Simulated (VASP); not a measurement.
Wanted: the native input for a VASP 6.6.1 run.

```yaml
Task: single point
Functional: PBE
Potentials_or_basis: VASP PAW PBE potentials, release 64 (Ni)
Cutoff: 520 eV
k_mesh: 24 × 24 × 24
Occupations: gaussian, width 0.15 eV
Spin: collinear spin, ferromagnetic start
Starting_moments: "[0.25] μB"
Fixed_moment: 0.25 μB
Dipole_correction: no
Further_INCAR_settings: ALGO = Fast; EDIFF = 1e-07; NBANDS = 15
```

The structure of Ni lies in POSCAR:

```
Ni
1.0
    0.0000000000      1.6465492621      1.6465492621
    1.6465492621      0.0000000000      1.6465492621
    1.6465492621      1.6465492621      0.0000000000
Ni
1
Direct
    0.0000000000      0.0000000000      0.0000000000
```

These files were run (other wordings do the same):

INCAR

```
PREC = Accurate ; ENCUT = 520
EDIFF = 1E-7 ; ISMEAR = 0
SIGMA = 0.15 ; LREAL = False
LASPH = True ; NELM = 150
ALGO = Fast ; ISIF = 2
LWAVE = False ; LCHARG = False
ISPIN = 2 ; MAGMOM = 0.25
LORBIT = 11 ; NUPDOWN = 0.25
LMAXMIX = 4 ; GGA = PE
NBANDS = 15
```

KPOINTS

```
Automatic mesh
0
Gamma
  24 24 24
```

Potentials or basis: VASP PAW PBE potentials, release 64 (Ni).

Run with:

```console
$ cat potpaw_PBE.64/Ni/POTCAR > POTCAR
$ mpirun -np 1 vasp_std > vasp.out
```

Results of the run:

```json
{"Pressure": "62.1 GPa", "Net moment": "0.25 μB per cell", "Site moments": "Ni +0.25 μB", "Valence electrons inside the program's atomic spheres": "Ni 9.74"}
```

Caveat: the total moment is fixed, so each spin has its own Fermi level.

It took 83 s on 1 thread of AMD EPYC 9R45 96-Core Processor (Zen 5), with other jobs on the host, peak memory 0.16 GiB.
